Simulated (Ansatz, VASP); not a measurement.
**One calculation of NaHF2, two programs**

```xyz
4
Lattice="1.6977 0.9802 4.5692 -1.6977 0.9802 4.5692 0.0000 -1.9604 4.5692" Properties=species:S:1:pos:R:3 pbc="T T T"
Na    0.0000    0.0000    0.0000
H     0.0000    0.0000    6.8539
F     0.0000    0.0000    5.7194
F     0.0000    0.0000    7.9883
```

Alike in both runs: task single point; functional PBEsol; k mesh 6 × 6 × 6; no spin polarisation.

|  | VASP | Ansatz |
| --- | --- | --- |
| version | VASP 6.6.1 | Ansatz 0.2.0 |
| potentials or method | VASP PAW PBE potentials, release 64 (Na_sv, H, F) | plane waves |
| plane-wave cutoff (eV) | 1130 | 420 |
| occupations | gaussian, width 0.01 eV | fixed |
| valence electrons in the cell | 24 | 24 |

|  | VASP | Ansatz | Ansatz less VASP |
| --- | --- | --- | --- |
| gap on the k mesh at the Fermi level (eV) | 7.05 | 7.07 | +0.017 |
| pressure (GPa) | 1.9 | 1.9 | 0.00 |
| traceless stress, the component that is largest in VASP (GPa) | 0.84 | 0.51 | -0.326 |
| rms of the force components (eV/Å) | 0.064 | 0.047 | -0.0173 |

VASP's potentials were made for PBE, not for PBEsol. Atom by atom the forces differ by 0.017 eV/Å (rms over components).
